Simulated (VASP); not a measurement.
Write the native input for VASP 6.6.1 that does the following.

```yaml
Task: single point
Functional: PBE
Potentials_or_basis: VASP PAW PBE potentials, release 64 (Cu, O)
Cutoff: 520 eV
k_mesh: 4 × 4 × 3
Occupations: gaussian, width 0.05 eV
Spin: collinear spin, ferromagnetic start
Starting_moments: "[1.0, 1.0, 1.0, 1.0, 0.0, 0.0, 0.0, 0.0] μB"
Hubbard_terms: Cu d U = 4.0 eV
Dipole_correction: no
Further_INCAR_settings: ALGO = Normal; EDIFF = 1e-06; NBANDS = 48
```

The structure of CuO (Tenorite) lies in POSCAR:

```
CuO
1.0
    4.1744184050      0.0000000000      0.3305692971
    0.0000000000      4.1521210669      0.0000000000
   -0.4124906602      0.0000000000      5.2015957502
Cu O
4 4
Direct
    0.2500000000      0.2500000000      0.0000000000
    0.2500000000     -0.2500000000      0.5000000000
    0.7500000000      0.7500000000      0.0000000000
    0.7500000000      0.2500000000      0.5000000000
    0.5000000000     -0.0000352670      0.2500000000
    0.5000000000      0.0000352670      0.7500000000
    1.0000000000      0.4999647330      0.2500000000
    1.0000000000      0.5000352670      0.7500000000
```

One way to write it, as run:

INCAR

```
PREC = Accurate
ENCUT = 520
EDIFF = 1E-6
ISMEAR = 0
SIGMA = 0.05
LREAL = F
LASPH = T
NELM = 150
ALGO = Normal
ISIF = 2
LWAVE = F
LCHARG = F
ISPIN = 2
MAGMOM = 1 1 1 1 0 0 0 0
LORBIT = 11
LMAXMIX = 4
LDAU = T
LDAUTYPE = 2
LDAUL = 2 -1
LDAUU = 4 0
LDAUJ = 0 0
LDAUPRINT = 1
GGA = PE
NBANDS = 48
```

KPOINTS

```
regular mesh
0
Gamma
  4 4 3
```

Potentials or basis: VASP PAW PBE potentials, release 64 (Cu, O).

The run is started by

```console
$ cat potpaw_PBE.64/Cu/POTCAR potpaw_PBE.64/O/POTCAR > POTCAR
$ mpirun -np 1 vasp_std > vasp.out
```

It gave:

```yaml
Pressure: -2.7 GPa
Net_moment: 3.91 μB per cell
Site_moments: Cu +0.63; O +0.31 μB
Valence_electrons_inside_the_program's_atomic_spheres: Cu 9.88; O 4.97
```

Caveat: the k points lie up to 0.40 Å⁻¹ apart.

Run time: 2.4 min on 1 thread of Intel(R) Xeon(R) Platinum 8375C CPU @ 2.90GHz (Ice Lake), on a shared host, peak memory 0.3 GiB.
